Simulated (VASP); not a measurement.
The system is Ir.

```
Ir
1.0
     1.84078    1.06277    1.39383
    -1.84078    1.06277    1.39383
     0.00000   -2.12555    1.39383
Ir
1
Direct
  0.50000 0.50000 0.50000
```

* Program: VASP 6.6.1
* Task: relaxation of cell and atoms
* Functional: PBEsol
* Potentials or basis: VASP PAW PBE potentials, release 64 (Ir)
* Cutoff: 600 eV
* k mesh: 21 × 21 × 21
* Occupations: gaussian, width 0.1 eV
* Spin: no spin polarisation

At the start: pressure 0.7 GPa; volume 16.36 Å³/atom.

Problem. How do energy, volume and symmetry change on relaxing?

Solution. Over 6 steps the energy falls by 13.9 meV/atom and the volume is 16.43 Å³/atom (+0.4 %); space group R-3m (No. 166, to 0.1 Å) before, Pm-3m (No. 221, to 0.1 Å).

Step by step:
```csv
step,energy change (eV),largest force (eV/Å),pressure (GPa),volume (Å³)
1,0.0000,0.0000,0.73,16.36
2,-0.0077,0.0000,-1.94,16.53
3,-0.0092,0.0000,-3.81,16.66
4,-0.0122,0.0000,-2.31,16.57
5,-0.0139,0.0000,-0.31,16.45
6,-0.0139,0.0000,-0.03,16.43
```

Final structure:
```yaml
crystal:
  lattice:
    - [1.79747, 1.03777, 1.46786]
    - [-1.79747, 1.03777, 1.46786]
    - [0.00000, -2.07554, 1.46786]
  atoms:
    - { symbol: Ir, position: [0.50000, 0.50000, 0.50000] }
```

Caveat: the PAW data sets were made with another functional, which shifts forces and pressure a little.
